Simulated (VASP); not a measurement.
Here is a VASP 6.6.1 calculation.

The input INCAR:

```
  PREC = Accurate
  ENCUT = 520
  EDIFF = 1E-6
  ISMEAR = -1
  SIGMA = 0.05
  LREAL = False
  LASPH = True
  NELM = 150
  ALGO = Normal
  ISIF = 2
  LWAVE = False
  LCHARG = True
  ISPIN = 2
  MAGMOM = 7 0
  LORBIT = 11
  LMAXMIX = 6
  GGA = PE
  LELF = True
  LVHAR = True
  NBANDS = 23
```

File KPOINTS:

```
Automatic mesh
0
Gamma
  9 9 9
```

File POSCAR:

```
GdO
1.0
    2.8567652357      0.0000000000      0.0000000000
    0.0000000000      2.8567652357      0.0000000000
    0.0000000000      0.0000000000      2.8567652357
Gd O
1 1
Direct
    0.0000000000      0.0000000000      0.0000000000
    0.5000000000      0.5000000000      0.5000000000
```

Potentials or basis: VASP PAW PBE potentials, release 64 (Gd, O).

The run is started by

```sh
$ cat potpaw_PBE.64/Gd/POTCAR potpaw_PBE.64/O/POTCAR > POTCAR
$ mpirun -np 1 vasp_std > vasp.out
```

Question: Predict the site moments.

Answer: Gd +6.74; O -0.00 μB.

Question: Predict the pressure.

Answer: 31.2 GPa.

Caveat: a cell with one magnetic atom can't hold antiferromagnetic order, which such compounds often take. The state reached can hang on the start; a lower one may exist.
